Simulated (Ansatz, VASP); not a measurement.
**HfB2 in VASP and in Ansatz**

```
Hf B
1.0
     3.12950    0.00000    0.00000
    -1.56475    2.71023    0.00000
     0.00000    0.00000    3.46836
Hf B
1 2
Direct
  0.00000 0.00000 0.00000
  0.33333 0.66667 0.50000
  0.66667 0.33333 0.50000
```

Change from the starting cell: volume scaled by 0.99, crystal datasets.

Alike in both runs: task electric field gradients; functional PBE; k mesh 13 × 13 × 11; occupations fermi-dirac, width 0.05 eV; no spin polarisation.

|  | VASP | Ansatz |
| --- | --- | --- |
| version | VASP 6.6.1 | Ansatz 0.2.0 |
| potentials or method | VASP PAW PBE potentials, release 64 (Hf_pv, B), cutoff 520 eV | all-electron PAW with datasets made for the crystal, scalar-relativistic |

```tsv
	VASP	Ansatz	Ansatz less VASP
pressure (GPa)	3.6	4.0	+0.43
traceless stress, the component that is largest in VASP (GPa)	0.00	-0.15	-0.159
size of Vzz on the site where it differs most (V/Å²)	77.1	109.8	+32.70
```

Ansatz ran all-electron here, and VASP with PAW potentials.

Spin-orbit coupling is off throughout.
